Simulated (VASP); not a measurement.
## Cu3As2: single point with PBE

Crystal: Cu3As2.

```
Cu As
1.0
     4.12259    0.00000    0.00000
    -2.06129    3.57027    0.00000
     0.00000    0.00000    5.39461
Cu As
3 2
Direct
  0.00000 0.00000 0.30000
  0.33333 0.66667 0.49378
  0.66667 0.33333 0.10622
  0.33333 0.66667 0.00142
  0.66667 0.33333 0.59858
```

This cell differs from its parent crystal: atoms taken out.

```
Program                : VASP 6.6.1
Task                   : single point
Functional             : PBE
Potentials or basis    : VASP PAW PBE potentials, release 64 (Cu, As)
Cutoff                 : 520 eV
k mesh                 : 12 × 12 × 8
Occupations            : gaussian, width 0.1 eV
Spin                   : no spin polarisation
Dipole correction      : no
Further INCAR settings : ALGO = Fast; EDIFF = 1e-06; NBANDS = 30
```

- Pressure: 0.2 GPa
- Largest force: 0.014 eV/Å
- Band gap on the k mesh: zero (an odd number of electrons rules out a gap without spin polarisation)

Forces in eV/Å, atoms in the order of the input:
```
Cu   0.000  0.000  0.000
Cu   0.000  0.000  0.014
Cu   0.000  0.000 -0.014
As   0.000  0.000 -0.013
As   0.000  0.000  0.013
```

Stress tensor (GPa, compression positive):
```
0.35 0.00 0.00
0.00 0.35 0.00
0.00 0.00 0.00
```

Levels at points of the mesh, in eV from the Fermi level:
```
           k point  band 19  band 20  band 21  band 22  band 23  band 24
(0.00, 0.00, 0.00)    -0.21     0.06     0.06     1.34     1.34     1.84
(0.50, 0.00, 0.00)    -2.38    -1.97    -1.94    -1.16     0.97     2.09
(0.00, 0.00, 0.50)     0.02     0.23     0.23     1.14     1.14     2.56
(0.50, 0.00, 0.50)    -2.21    -1.76    -0.42    -0.29     1.04     2.88
```

It took 2.3 min on 1 thread of Intel(R) Xeon(R) 6975P-C (Granite Rapids), with other jobs on the host, peak memory 0.38 GiB.

Caveat: the cell differs from its parent crystal (atoms taken out).
